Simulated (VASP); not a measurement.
Input of a VASP 6.6.1 run:

File INCAR:

```
SYSTEM = Co
  ALGO = Normal
  EDIFF = 1E-6
  ENCUT = 520
  GGA = PE
  ISIF = 2
  ISMEAR = 1
  ISPIN = 2
  LASPH = .True.
  LCHARG = .True.
  LELF = .True.
  LMAXMIX = 4
  LORBIT = 11
  LREAL = .False.
  LVHAR = .True.
  LWAVE = .False.
  MAGMOM = 2 2
  NBANDS = 20
  NELM = 150
  PREC = Accurate
  SIGMA = 0.01
```

KPOINTS

```
k-points
0
Gamma
  10 10 6
  0 0 0
```

The input POSCAR:

```
Co
1.0
    2.4719999032      0.0000000000      0.0000000000
   -1.2359999516      2.1408147143      0.0000000000
    0.0000000000      0.0000000000      4.0211440800
Co
2
Direct
    0.6666666667      0.3333333333      0.7500000000
    0.3333333333      0.6666666667      0.2500000000
```

Potentials or basis: VASP PAW PBE potentials, release 64 (Co).

Run with:

```sh
$ cat potpaw_PBE.64/Co/POTCAR > POTCAR
$ mpirun -np 1 vasp_std > vasp.out
```

Estimate the net moment.

3.28 μB per cell.

Predict the site moments.

Co +1.66 μB.

Predict the pressure.

4.5 GPa.

Stress tensor (GPa, compression positive):
```
5.22 0.00 0.00
0.00 5.22 0.00
0.00 0.00 3.03
```
